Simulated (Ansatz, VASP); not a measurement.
## NbSi2 in VASP and in Ansatz

INCAR

```
SYSTEM = NbSi2
ALGO     = Normal         ! electronic algorithm
EDIFF    = 1E-7           ! SCF threshold, eV
EDIFFG   = -0.02          ! ionic threshold
ENCUT    = 600            ! plane-wave cutoff, eV
GGA      = PE             ! functional
IBRION   = 2              ! ionic algorithm
ISIF     = 3              ! what is computed and relaxed
ISMEAR   = 0              ! smearing method
LASPH    = .TRUE.         ! aspherical terms in the spheres
LCHARG   = .FALSE.        ! write CHGCAR
LREAL    = .FALSE.        ! projectors in reciprocal space
LWAVE    = .FALSE.        ! write WAVECAR
NELM     = 100            ! most SCF steps
NSW      = 70             ! ionic steps
PREC     = Accurate       ! precision mode
SIGMA    = 0.1            ! smearing width, eV
```

KPOINTS

```
k-points
0
G
  12 12 6
  0 0 0
```

Contents of POSCAR:

```
NbSi2
1.0
    4.8190020000      0.0000000000      0.0000000000
   -2.4095010000      4.1733780000      0.0000000000
    0.0000000000      0.0000000000      6.5920000000
Nb Si
3 6
Direct
    0.5000000000      0.0000000000      0.5000000000
    0.5000000000      0.5000000000      0.8333330000
    0.0000000000      0.5000000000      0.1666670000
    0.1599000000      0.3198000000      0.5000000000
    0.8401000000      0.1599000000      0.8333330000
    0.6802000000      0.8401000000      0.1666670000
    0.8401000000      0.6802000000      0.5000000000
    0.1599000000      0.8401000000      0.8333330000
    0.3198000000      0.1599000000      0.1666670000
```

Input for Ansatz:

```yaml
crystal:
  lattice:
    - [4.819002, 0.0, 0.0]
    - [-2.409501, 4.173378, 0.0]
    - [0.0, 0.0, 6.592]
  atoms:
    - { symbol: Nb, position: [0.5, 0.0, 0.5] }
    - { symbol: Nb, position: [0.5, 0.5, 0.833333] }
    - { symbol: Nb, position: [0.0, 0.5, 0.166667] }
    - { symbol: Si, position: [0.1599, 0.3198, 0.5] }
    - { symbol: Si, position: [0.8401, 0.1599, 0.833333] }
    - { symbol: Si, position: [0.6802, 0.8401, 0.166667] }
    - { symbol: Si, position: [0.8401, 0.6802, 0.5] }
    - { symbol: Si, position: [0.1599, 0.8401, 0.833333] }
    - { symbol: Si, position: [0.3198, 0.1599, 0.166667] }
basis:
  ecutwfc: 420
kpoints:
  mp_grid: { grid: [12, 12, 6] }
hamiltonian:
  xc: pbe
scf:
  occupations: { method: gaussian, width: 0.1 }
output:
  forces: true
  stress: true
  eigenvalues: true
relax:
  adjacent_minimum: "off"
  f_tol: 0.02
  max_steps: 50
  cell: { stress_tol: 0.1 }
```

Alike in both runs: task relaxation of cell and atoms; functional PBE; k mesh 12 × 12 × 6; occupations gaussian, width 0.1 eV; no spin polarisation.

|  | VASP | Ansatz |
| --- | --- | --- |
| version | VASP 6.6.1 | Ansatz 0.2.0 |
| potentials or method | VASP PAW PBE potentials, release 64 (Nb_sv, Si), cutoff 600 eV | scalar-relativistic, plane waves, PAW |
| valence electrons in the cell | 63 | 63 |

```tsv
	VASP	Ansatz	Ansatz less VASP
gap on the k mesh at the Fermi level, each at its own relaxed structure (eV)	none	none	-
relaxed volume (Å³/atom)	14.71	14.74	+0.035
relaxed cell length with the largest relative difference (Å)	4.808	4.812	+0.0045
```

A gap of «none» marks a metal or a gap that the smearing closes. Ansatz's warnings: structure snapped to symmetry.
